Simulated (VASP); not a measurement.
Runs of VASP 6.6.1 on Ga. The structure is that of space group Cmcm (No. 63), or close to it. The cells are those of the table. 

```tsv
task	cell	gap on the mesh (eV)	pressure (GPa)	largest force (eV/Å)
single point	a = 4.344, b = 4.344, c = 3.191 Å, angles 90.0, 90.0, 140.7°, 2 atoms	none	0.6	0.19
single point	a = 4.289, b = 4.344, c = 3.170 Å, angles 88.5, 90.7, 140.7°, 2 atoms	none	(a)	0.19
single point	a = 4.330, b = 4.302, c = 3.170 Å, angles 90.7, 89.7, 140.7°, 2 atoms	none	(b)	0.20
single point	a = 4.275, b = 4.358, c = 3.171 Å, angles 87.8, 91.1, 140.7°, 2 atoms	none	1.7	0.20
single point	a = 4.287, b = 4.287, c = 3.149 Å, angles 90.0, 90.0, 140.7°, 2 atoms	none	2.8	0.21
single point	a = 4.330, b = 4.330, c = 3.181 Å, angles 90.0, 90.0, 140.7°, 2 atoms	none	1.1	0.19
electric field gradients	a = 4.330, b = 4.330, c = 3.181 Å, angles 90.0, 90.0, 140.7°, 2 atoms	none	(c)	0.19
single point	a = 4.402, b = 4.402, c = 3.170 Å, angles 90.0, 90.0, 140.7°, 2 atoms	none	-0.1	0.18
```

Alike in all rows: level PBE; potentials or basis VASP PAW PBE potentials, release 64 (Ga_d); no spin polarisation; k mesh 12 × 12 × 10; cutoff (eV) 520; smearing fermi-dirac 0.08 eV.

Q: Fill in the values left out.

A: (a) 1.8; (b) 1.6; (c) 1.2.

A k mesh can miss the band edges, and the runs leave out spin-orbit coupling on Ga.

A gap of «none» marks levels without a gap at the run's occupations.
